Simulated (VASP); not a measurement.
Write the native input for VASP 6.6.1 that does the following.

```
Task                   : single point
Functional             : PBE
Potentials or basis    : VASP PAW PBE potentials, release 64 (B)
Cutoff                 : 520 eV
k mesh                 : 24 × 24 × 24
Occupations            : methfessel-paxton, width 0.1 eV
Spin                   : no spin polarisation
Dipole correction      : no
Further INCAR settings : ALGO = Normal; EDIFF = 1e-06; NBANDS = 8
```

The structure of B lies in POSCAR:

```
B
1.0
    0.0000000000      1.1523929726      1.1523929726
    1.1523929726      0.0000000000      1.1523929726
    1.1523929726      1.1523929726      0.0000000000
B
1
Direct
    0.0000000000      0.0000000000      0.0000000000
```

The input as run:

INCAR

```
  PREC = Accurate
  ENCUT = 520
  EDIFF = 1E-6
  ISMEAR = 1
  SIGMA = 0.1
  LREAL = False
  LASPH = True
  NELM = 80
  ALGO = Normal
  ISIF = 2
  LWAVE = False
  LCHARG = False
  GGA = PE
  NBANDS = 8
```

KPOINTS

```
regular mesh
0
Gamma
  24 24 24
```

Potentials or basis: VASP PAW PBE potentials, release 64 (B).

The run is started by

```sh
$ cat potpaw_PBE.64/B/POTCAR > POTCAR
$ mpirun -np 1 vasp_std > vasp.out
```

It gave:

The pressure is 567.8 GPa.

Run time: 6.1 s on 1 thread of AMD EPYC 7R43 64-Core Processor (Zen 3), on a shared host, peak memory 0.07 GiB.
